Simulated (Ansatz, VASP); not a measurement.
**N in VASP and in Ansatz**

The input INCAR:

```
ALGO     = Normal         # electronic algorithm
EDIFF    = 1E-6           # SCF threshold, eV
ENCUT    = 600            # plane-wave cutoff, eV
GGA      = PS             # functional
GGA_COMPAT= F            
ISIF     = 2              # what is computed and relaxed
ISMEAR   = -1             # smearing method
LASPH    = T              # aspherical terms in the spheres
LCHARG   = T              # write CHGCAR
LELF     = T              # ELF
LREAL    = F              # projectors in reciprocal space
LVHAR    = T            
LWAVE    = F              # write WAVECAR
NBANDS   = 12             # bands
NELM     = 120            # most SCF steps
PREC     = Accurate       # precision mode
SIGMA    = 0.1            # smearing width, eV
```

KPOINTS

```
k-points
0
Gamma
  8 8 7
```

File POSCAR:

```
N
1.0
    2.4325254018      0.0000000000      0.0000000000
   -1.2162627009      2.1066283220      0.0000000000
    0.0000000000      0.0000000000      2.3615889657
N
2
Direct
    0.6666666667      0.3333333333      0.2500000000
    0.3333333333      0.6666666667      0.7500000000
```

Input for Ansatz:

```yaml
crystal:
  lattice:
    - [2.4325254017898845, 0.0, 0.0]
    - [-1.2162627008949423, 2.1066283219737927, 0.0]
    - [0.0, 0.0, 2.3615889657241396]
  atoms:
    - { symbol: "N", position: [0.6666666666666666, 0.3333333333333333, 0.25] }
    - { symbol: "N", position: [0.3333333333333333, 0.6666666666666666, 0.75] }
basis:
  ecutwfc: 550.0
kpoints:
  mp_grid:
    grid: [8, 8, 7]
hamiltonian:
  xc: pbesol
scf:
  occupations:
    method: fermi_dirac
    width: 0.1
output:
  stress: true
```

Alike in both runs: task single point; functional PBEsol; k mesh 8 × 8 × 7; occupations fermi-dirac, width 0.1 eV; no spin polarisation.

```csv
,VASP,Ansatz
version,VASP 6.6.1,Ansatz 0.2.0
potentials or method,"VASP PAW PBE potentials, release 64 (N), cutoff 600 eV","plane waves, PAW"
valence electrons in the cell,10,10
```

|  | VASP | Ansatz | Ansatz less VASP |
| --- | --- | --- | --- |
| pressure (GPa) | 26.9 | 27.3 | +0.41 |
| traceless stress, the component that is largest in VASP (GPa) | -3.47 | -3.56 | -0.089 |

VASP's potentials were made for PBE, not for PBEsol. The functional is the same, so the differences come from potentials, cutoffs and numerics.

The k mesh is coarse, so the values compare programs but aren't converged.
